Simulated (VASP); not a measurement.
# PtSe (Fm-3m) in VASP: further runs, part 2 of 2

VASP 6.6.1.

## (3) Single point, PBEsol, collinear spin (18.05 Å³/atom)

This run uses another cell than the first one, of 18.05 Å³/atom.

Input file INCAR:

```
SYSTEM = PtSe
PREC = Accurate
ENCUT = 520
EDIFF = 1E-6
ISMEAR = 0
SIGMA = 0.05
LREAL = .FALSE.
LASPH = .TRUE.
NELM = 150
ALGO = Normal
ISIF = 2
LWAVE = .FALSE.
LCHARG = .TRUE.
ISPIN = 2
MAGMOM = 0.05 0
LORBIT = 11
LMAXMIX = 4
GGA = PS
LELF = .TRUE.
LVHAR = .TRUE.
NBANDS = 19
```

Input file KPOINTS:

```
regular mesh
0
G
  10 10 10
  0 0 0
```

Input file POSCAR:

```
PtSe
1.0
    0.0000000000      2.6231472861      2.6231472861
    2.6231472861      0.0000000000      2.6231472861
    2.6231472861      2.6231472861      0.0000000000
Pt Se
1 1
Direct
    0.5000000000      0.5000000000      0.5000000000
    0.0000000000      0.0000000000      0.0000000000
```

Potentials or basis: VASP PAW PBE potentials, release 64 (Pt, Se).

Command:

```
$ cat potpaw_PBE.64/Pt/POTCAR potpaw_PBE.64/Se/POTCAR > POTCAR
$ mpirun -np 1 vasp_std > vasp.out
```

OUTCAR:

```text
SYSTEM = PtSe
   PREC = Accurate
   ENCUT = 520
   EDIFF = 1E-6
   ISMEAR = 0
   LREAL = .FALSE.
   LASPH = .TRUE.
   NELM = 150
   ISIF = 2
   ISPIN = 2
   LORBIT = 11
   GGA = PS

 ion  position               nearest neighbor table
   1  0.500  0.500  0.500-   2 2.62   2 2.62   2 2.62   2 2.62   2 2.62   2 2.62
   2  0.000  0.000  0.000-   1 2.62   1 2.62   1 2.62   1 2.62   1 2.62   1 2.62

  LATTYP: Found a face centered cubic cell.
 ALAT       =     5.2462945722

  Lattice vectors:

 A1 = (   0.0000000000,   2.6231472861,   2.6231472861)
 A2 = (   2.6231472861,   0.0000000000,   2.6231472861)
 A3 = (   2.6231472861,   2.6231472861,   0.0000000000)

[... 1270 lines left out ...]

 VOLUME and BASIS-vectors are now :
 -----------------------------------------------------------------------------
  energy-cutoff  :      520.00
  volume of cell :       36.10
      direct lattice vectors                 reciprocal lattice vectors
     0.000000000  2.623147286  2.623147286    -0.190610723  0.190610723  0.190610723
     2.623147286  0.000000000  2.623147286     0.190610723 -0.190610723  0.190610723
     2.623147286  2.623147286  0.000000000     0.190610723  0.190610723 -0.190610723

 POSITION                                       TOTAL-FORCE (eV/Angst)
 -----------------------------------------------------------------------------------
      2.62315      2.62315      2.62315         0.000000      0.000000     -0.000000
      0.00000      0.00000      0.00000         0.000000     -0.000000      0.000000
 -----------------------------------------------------------------------------------
    total drift:                                0.000000      0.000000      0.000000

  FREE ENERGIE OF THE ION-ELECTRON SYSTEM (eV)
  ---------------------------------------------------
  free  energy   TOTEN  =       -10.8850987197 eV

  energy  without entropy=      -10.8836626783  energy(sigma->0) =      -10.88438070

 total charge

# of ion       s       p       d       tot
------------------------------------------
    1        0.631   0.406   8.189   9.226
    2        1.473   2.168   0.107   3.748
--------------------------------------------------
tot          2.104   2.574   8.296  12.974

 magnetization (x)

# of ion       s       p       d       tot
------------------------------------------
    1        0.000   0.000   0.000   0.000
    2       -0.000   0.000  -0.000  -0.000
--------------------------------------------------
tot          0.000   0.000   0.000   0.000
```

stdout:

```text
POSCAR found type information on POSCAR PtSe
 POSCAR found :  2 types and       2 ions
 scaLAPACK will be used
 -----------------------------------------------------------------------------
|                                                                             |
|                                                                             |
|     You enforced a specific xc type in the INCAR file but a different       |
|     I HOPE YOU KNOW WHAT YOU ARE DOING!                                     |
|                                                                             |
 -----------------------------------------------------------------------------

 LDA part: xc-table for (Slater+PW92), standard interpolation
 POSCAR, INCAR and KPOINTS ok, starting setup
 FFT: planning ... GRIDC
 FFT: planning ... GRID_SOFT
 FFT: planning ... GRID
 WAVECAR not read
 entering main loop
```

It took 27 s on 1 thread of Intel Xeon 6975P-C (Granite Rapids), shared host; peak memory 0.2 GiB.

What came out:

```yaml
Free_energy: -10.8851 eV
Pressure: -2.9 GPa
Band_gap_on_the_k_mesh: zero (filled and empty bands overlap)
Net_moment: 0.00 μB per cell
Valence_electrons_inside_the_program's_atomic_spheres: Pt 9.23; Se 3.75
```

Levels at points of the mesh, in eV from the Fermi level:
Spin up:
| k point | band 5 | band 6 | band 7 | band 8 | band 9 | band 10 | band 11 | band 12 |
| --- | --- | --- | --- | --- | --- | --- | --- | --- |
| (0.00, 0.00, 0.00) | -3.23 | -3.23 | -1.47 | -1.47 | -1.47 | 1.41 | 9.60 | 11.55 |
| (0.50, 0.00, 0.00) | -2.18 | -2.18 | -1.68 | 3.02 | 3.02 | 3.16 | 6.19 | 6.19 |
| (0.50, 0.50, 0.00) | -3.24 | -2.72 | -1.81 | -1.81 | -1.26 | 0.10 | 8.49 | 11.53 |
Spin down:
```tsv
k point	band 5	band 6	band 7	band 8	band 9	band 10	band 11	band 12
(0.00, 0.00, 0.00)	-3.23	-3.23	-1.47	-1.47	-1.47	1.41	9.60	11.55
(0.50, 0.00, 0.00)	-2.18	-2.18	-1.68	3.02	3.02	3.16	6.19	6.19
(0.50, 0.50, 0.00)	-3.24	-2.72	-1.81	-1.81	-1.26	0.10	8.49	11.53
```

Caveat: the PAW data sets were made with another functional, which shifts forces and pressure a little; spin-orbit coupling is left out, which moves the levels of the heavy elements.

## (4) Single point, PBEsol, collinear spin (18.40 Å³/atom)

This run uses another cell than the first one, of 18.40 Å³/atom.

Input file INCAR:

```
SYSTEM = PtSe
PREC = Accurate ; ENCUT = 520
EDIFF = 1E-6 ; ISMEAR = 0
SIGMA = 0.05 ; LREAL = .FALSE.
LASPH = .TRUE. ; NELM = 150
ALGO = Normal ; ISIF = 2
LWAVE = .FALSE. ; LCHARG = .TRUE.
ISPIN = 2 ; MAGMOM = 0.05 0
LORBIT = 11 ; LMAXMIX = 4
GGA = PS ; LELF = .TRUE.
LVHAR = .TRUE. ; NBANDS = 19
```

Input file KPOINTS:

```
Automatic mesh
0
G
  10 10 10
  0 0 0
```

Input file POSCAR:

```
PtSe
1.0
    0.0000000000      2.6401811873      2.6401811873
    2.6401811873      0.0000000000      2.6401811873
    2.6401811873      2.6401811873      0.0000000000
Pt Se
1 1
Direct
    0.5000000000      0.5000000000      0.5000000000
    0.0000000000      0.0000000000      0.0000000000
```

Command:

```
$ cat potpaw_PBE.64/Pt/POTCAR potpaw_PBE.64/Se/POTCAR > POTCAR
$ mpirun -np 1 vasp_std > vasp.out
```

Wall time 27 s (1 thread of Intel Xeon 6975P-C (Granite Rapids), shared host); peak memory 0.2 GiB.

The run converged. Its results:

| Item | Value |
| --- | --- |
| Free energy | -10.8669 eV |
| Pressure | -5.4 GPa |
| Band gap on the k mesh | zero (filled and empty bands overlap) |
| Net moment | 0.00 μB per cell |
| Valence electrons inside the program's atomic spheres | Pt 9.19; Se 3.73 |

Levels at points of the mesh, in eV from the Fermi level:
Spin up:
```csv
k point,band 6,band 7,band 8,band 9,band 10,band 11
"(0.00, 0.00, 0.00)",-3.12,-1.43,-1.43,-1.43,1.29,9.66
"(0.50, 0.00, 0.00)",-2.10,-1.63,2.93,2.93,3.20,6.20
"(0.50, 0.50, 0.00)",-2.63,-1.75,-1.75,-1.23,0.07,8.44
```
Spin down:
```
           k point  band 5  band 6  band 7  band 8  band 9  band 10  band 11  band 12
(0.00, 0.00, 0.00)   -3.12   -3.12   -1.43   -1.43   -1.43     1.29     9.66    11.47
(0.50, 0.00, 0.00)   -2.10   -2.10   -1.63    2.93    2.93     3.20     6.20     6.20
(0.50, 0.50, 0.00)   -3.15   -2.63   -1.75   -1.75   -1.23     0.07     8.44    11.41
```

Caveat: the cell stands under tension; the PAW data sets were made with another functional, which shifts forces and pressure a little; spin-orbit coupling is left out, which moves the levels of the heavy elements.

## (5) The runs side by side

```tsv
cell	gap on the mesh (eV)	pressure (GPa)	moment (μB)
a = 3.685 Å, angles 60.0°, 2 atoms	none	0.0	0.00
a = 3.710 Å, angles 60.0°, 2 atoms	none	-2.9	0.00
a = 3.734 Å, angles 60.0°, 2 atoms	none	-5.4	0.00
```

Alike in all rows: task single point; level PBEsol; potentials or basis VASP PAW PBE potentials, release 64 (Pt, Se); spin collinear; k mesh 10 × 10 × 10; cutoff (eV) 520; smearing gaussian 0.05 eV.

Caveats: the PAW data sets were made with another functional, which shifts forces and pressure a little; spin-orbit coupling is left out, which moves the levels of the heavy elements; the cell stands under tension (at least some runs).

Total energies depend on the potentials used, so only differences within one code and one set of settings carry meaning.
